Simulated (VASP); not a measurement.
SiC: single point with PBE

SiC:

```
Si C
1.0
    -1.43525    1.43525    2.03067
    -1.43575   -1.43520    2.03024
     2.86927    0.00107    4.05958
Si C
2 2
Direct
  0.25001 0.25000 0.25000
  0.75000 0.75000 0.75000
  0.50000 0.50002 0.50000
  0.99999 0.99998 0.00000
```

- Program: VASP 6.6.1
- Task: single point
- Functional: PBE
- Potentials or basis: VASP PAW PBE potentials, release 64 (Si, C)
- Cutoff: 520 eV
- k mesh: 8 × 8 × 6
- Occupations: gaussian, width 0.2 eV
- Spin: no spin polarisation
- Dipole correction: no
- Further INCAR settings: ALGO = Normal; EDIFF = 1e-06; NBANDS = 16

```json
{
  "Pressure": "0.1 GPa",
  "Band gap on the k mesh": "zero (bands 8 and 9 overlap by 1.07 eV)"
}
```

Stress tensor (GPa, compression positive):
```
 0.08 -0.04  0.07
-0.04  0.09 -0.08
 0.07 -0.08  0.24
```

Levels at points of the mesh, in eV from the Fermi level:
| k point | band 4 | band 5 | band 6 | band 7 | band 8 | band 9 | band 10 | band 11 | band 12 | band 13 |
| --- | --- | --- | --- | --- | --- | --- | --- | --- | --- | --- |
| (0.00, 0.00, 0.00) | -1.01 | -1.00 | 0.02 | 0.03 | 0.04 | 5.25 | 5.25 | 5.88 | 7.36 | 8.96 |
| (0.50, 0.00, 0.00) | -8.91 | -5.22 | -5.22 | -3.04 | -3.04 | 1.79 | 1.79 | 7.75 | 7.75 | 9.54 |
| (0.00, 0.50, 0.00) | -8.90 | -5.23 | -5.23 | -3.04 | -3.04 | 1.79 | 1.79 | 7.76 | 7.76 | 9.54 |
| (0.50, 0.50, 0.00) | -9.70 | -4.25 | -4.24 | -1.00 | -1.00 | -0.96 | 2.60 | 5.25 | 5.26 | 5.89 |
| (0.00, 0.00, 0.50) | -5.42 | -0.60 | -0.60 | -0.60 | -0.60 | 6.56 | 6.56 | 7.30 | 7.30 | 7.31 |
| (0.50, 0.00, 0.50) | -9.70 | -4.25 | -4.24 | -1.00 | -1.00 | -0.96 | 2.60 | 5.25 | 5.26 | 5.89 |
| (0.00, 0.50, 0.50) | -9.70 | -4.25 | -4.24 | -1.01 | -1.00 | -0.96 | 2.60 | 5.25 | 5.26 | 5.89 |
| (0.50, 0.50, 0.50) | -8.90 | -5.23 | -5.23 | -3.03 | -3.03 | 1.80 | 1.80 | 7.75 | 7.75 | 9.54 |

Run time: 35 s on 1 thread of Intel(R) Xeon(R) 6975P-C (Granite Rapids), on a shared host, peak memory 0.21 GiB.
